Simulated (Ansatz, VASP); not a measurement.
**Ag: VASP beside Ansatz**

```xyz
1
Lattice="-1.6511 1.6511 1.6511 1.6511 -1.6511 1.6511 1.6511 1.6511 -1.6511" Properties=species:S:1:pos:R:3 pbc="T T T"
Ag    0.0000    0.0000    0.0000
```

Alike in both runs: functional PBE; k mesh 24 × 24 × 24; occupations gaussian, width 0.1 eV; no spin polarisation.

Ansatz relaxed the structure, and its values are those at the end. VASP's run is a single point on that final structure, the one shown.

|  | VASP | Ansatz |
| --- | --- | --- |
| version | VASP 6.6.1 | Ansatz 0.2.0 |
| potentials or method | VASP PAW PBE potentials, release 64 (Ag), cutoff 500 eV | scalar-relativistic, plane waves, PAW |
| valence electrons in the cell | 11 | 19 |

```csv
,VASP,Ansatz,Ansatz less VASP
gap on the k mesh at the Fermi level (eV),none,none,-
pressure (GPa),-0.1,0.0,+0.07
```

A gap of «none» marks a metal or a gap that the smearing closes. The functional is the same, so the differences come from potentials, cutoffs and numerics. VASP's potentials hold 11 valence electrons a cell and Ansatz's 19, so a difference there can come from the potentials and not from the codes.
